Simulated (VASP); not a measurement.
**Nb: single point with r2SCAN**

Nb:

```
Nb
1.0
    -0.10575    2.11500    2.11500
     2.11500   -0.10575    2.11500
     2.00925    2.00925    0.00000
Nb
1
Cartesian
  0.0000 0.0000 0.0000
```

This cell differs from its parent crystal: strain -0.1000 x Voigt [0, 0, 0, 0, 0, 1].

| Property | Result |
| --- | --- |
| Program | VASP 6.6.1 |
| Task | single point |
| Functional | r2SCAN |
| Potentials or basis | VASP PAW PBE potentials, release 64 (Nb_sv) |
| Cutoff | 520 eV |
| k mesh | 20 × 20 × 20 |
| Occupations | gaussian, width 0.15 eV |
| Spin | no spin polarisation |

| Quantity | Value |
| --- | --- |
| Pressure | -2.7 GPa |
| Band gap on the k mesh | zero (an odd number of electrons rules out a gap without spin polarisation) |

Stress tensor (GPa, compression positive):
```
-3.00 -2.64  0.00
-2.64 -3.00  0.00
 0.00  0.00 -2.05
```

Levels at points of the mesh, in eV from the Fermi level:
| k point | band 4 | band 5 | band 6 | band 7 | band 8 | band 9 |
| --- | --- | --- | --- | --- | --- | --- |
| (0.00, 0.00, 0.00) | -31.02 | -6.52 | -0.58 | -0.03 | 1.11 | 3.14 |
| (0.50, 0.00, 0.00) | -31.17 | -3.98 | -0.43 | 0.83 | 0.93 | 4.36 |
| (0.50, 0.50, 0.00) | -31.39 | -4.14 | -3.44 | 3.66 | 5.09 | 5.46 |
| (0.00, 0.00, 0.50) | -31.39 | -3.94 | -0.68 | 0.57 | 1.83 | 4.66 |
| (0.50, 0.00, 0.50) | -31.61 | -4.13 | -3.42 | 3.73 | 4.69 | 5.39 |

Wall time 5.4 min on 1 thread of Intel(R) Xeon(R) 6975P-C (Granite Rapids) (shared host), peak memory 0.36 GiB.

Caveat: the cell differs from its parent crystal (strain -0.1000 x Voigt [0, 0, 0, 0, 0, 1]); the PAW data sets were made with another functional, which shifts forces and pressure a little.
